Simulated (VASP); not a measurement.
The system is Zn2Si2N.

```xyz
5
Lattice="3.6370 0.0000 0.0000 0.0000 3.6370 0.0000 0.0000 0.0000 5.7456" Properties=species:S:1:pos:R:3 pbc="T T T"
Zn    0.0000    0.0000    1.5232
Zn    0.0000    0.0000    4.2224
Si    0.0000    1.8185    2.8728
Si    1.8185    0.0000    2.8728
N     0.0000    0.0000    0.0000
```

The cell was built from a structure type or drawn by symmetry, and may not be a known phase.

- Program: VASP 6.6.1
- Task: relaxation of cell and atoms
- Functional: PBE
- Potentials or basis: VASP PAW PBE potentials, release 64 (Zn, Si, N)
- Cutoff: 600 eV
- k mesh: 6 × 6 × 4
- Occupations: gaussian, width 0.1 eV
- Spin: no spin polarisation

At the start: pressure 51.3 GPa; volume 15.20 Å³/atom.

**Question.** Where does the relaxation end?

**Answer.** Over 16 steps the energy falls by 1076.4 meV/atom and the volume is 18.56 Å³/atom (+22.1 %); space group P4/mmm (No. 123, to 0.1 Å) before and after.

Step by step:
```csv
step,energy change (eV),largest force (eV/Å),pressure (GPa),volume (Å³)
1,0.0000,6.1797,51.27,76.00
2,-0.6763,1.9738,-6.56,138.12
3,-1.5707,2.8645,-5.43,125.88
4,-2.2244,3.6639,-3.83,116.96
5,-3.3177,5.3254,6.87,95.46
6,-4.5634,1.9957,-6.79,112.62
7,-4.5633,2.0776,-6.48,111.96
8,-5.0301,0.4117,-0.61,102.50
9,-5.0343,0.1061,-1.29,103.21
10,-5.2236,0.0036,-0.55,98.78
11,-5.3782,0.0359,0.72,91.99
12,-5.3779,0.0330,1.02,91.52
13,-5.3783,0.0342,0.88,91.76
14,-5.3793,0.1878,-0.67,93.29
15,-5.3812,0.1205,0.01,92.60
16,-5.3819,0.0153,-0.04,92.82
```

Final structure:
```
Zn Si N
1.0
     3.53408    0.00000    0.00000
     0.00000    3.53408    0.00000
     0.00000    0.00000    7.43175
Zn Si N
2 2 1
Cartesian
  0.0000 0.0000 1.7843
  0.0000 0.0000 5.6475
  0.0000 1.7670 3.7159
  1.7670 0.0000 3.7159
  0.0000 0.0000 0.0000
```

Caveat: the volume moved by over 15 % at a fixed basis, so the end points are rough.
